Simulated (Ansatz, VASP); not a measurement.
# Al2Cu: VASP beside Ansatz

POSCAR

```
Al2Cu
1.0
    4.0866984621      0.0013549814     -0.0100177851
    0.0013549814      4.1025583957      0.0178365925
   -0.0070556074      0.0125624568      2.9085422956
Al Cu
2 1
Direct
    0.4687560276      0.0117958310      0.4766540501
    0.0213922591      0.5074259987      0.4270045301
    0.0251393845      0.0352885078      0.0181625366
```

File INCAR.step1:

```
ALGO     = Normal         # electronic algorithm
EDIFF    = 1E-4           # SCF threshold, eV
ENCUT    = 520            # plane-wave cutoff, eV
GGA      = PE             # functional
ISMEAR   = 0              # smearing method
LASPH    = T              # aspherical terms in the spheres
LCHARG   = F              # write CHGCAR
LREAL    = F              # projectors in reciprocal space
LWAVE    = T              # write WAVECAR
NBANDS   = 16             # bands
NELM     = 100            # most SCF steps
PREC     = Accurate       # precision mode
SIGMA    = 0.1            # smearing width, eV
```

Contents of INCAR.step2:

```
ALGO     = Normal         # electronic algorithm
EDIFF    = 1E-6           # SCF threshold, eV
ENCUT    = 520            # plane-wave cutoff, eV
ISIF     = 2              # what is computed and relaxed
ISMEAR   = 0              # smearing method
ISTART   = 1            
LASPH    = T              # aspherical terms in the spheres
LCHARG   = F              # write CHGCAR
LMIXTAU  = T            
LREAL    = F              # projectors in reciprocal space
LWAVE    = F              # write WAVECAR
METAGGA  = R2SCAN         # meta-GGA
NBANDS   = 16             # bands
NELM     = 100            # most SCF steps
PREC     = Accurate       # precision mode
SIGMA    = 0.1            # smearing width, eV
```

The input KPOINTS:

```
k-points
0
Gamma
  6 6 8
```

Input for Ansatz:

```yaml
crystal:
  lattice:
    - [4.0866984621, 0.0013549814, -0.0100177851]
    - [0.0013549814, 4.1025583957, 0.0178365925]
    - [-0.0070556074, 0.0125624568, 2.9085422956]
  atoms:
    - { symbol: Al, position: [0.4687560276, 0.011795831, 0.4766540501] }
    - { symbol: Al, position: [0.0213922591, 0.5074259987, 0.4270045301] }
    - { symbol: Cu, position: [0.0251393845, 0.0352885078, 0.0181625366] }
basis:
  ecutwfc: 500
kpoints:
  mp_grid: { grid: [6, 6, 8] }
hamiltonian:
  xc: r2scan
scf:
  occupations: { method: gaussian, width: 0.1 }
output:
  forces: true
  stress: true
  eigenvalues: true
```

Change from the starting cell: kmesh displaced: [6, 6, 8] Gamma-centred.

Alike in both runs: task single point; functional r2SCAN; k mesh 6 × 6 × 8; occupations gaussian, width 0.1 eV; no spin polarisation.

|  | VASP | Ansatz |
| --- | --- | --- |
| version | VASP 6.6.1 | Ansatz 0.2.0 |
| potentials or method | VASP PAW PBE potentials, release 64 (Al, Cu), cutoff 520 eV | scalar-relativistic, plane waves, PAW |
| valence electrons in the cell | 17 | 25 |

```tsv
	VASP	Ansatz	Ansatz less VASP
gap on the k mesh at the Fermi level (eV)	none	none	-
pressure (GPa)	2.2	2.3	+0.10
traceless stress, the component that is largest in VASP (GPa)	2.86	2.85	-0.002
rms of the force components (eV/Å)	1.179	1.179	-0.0006
```

VASP's potentials were made for PBE, not for r2SCAN. Atom by atom the forces differ by 0.002 eV/Å (rms over components). A gap of «none» marks a metal or a gap that the smearing closes. With one functional, cell and mesh, what is left measures potentials, basis and numerics. VASP's potentials hold 17 valence electrons a cell and Ansatz's 25, so a difference there can come from the potentials and not from the codes.
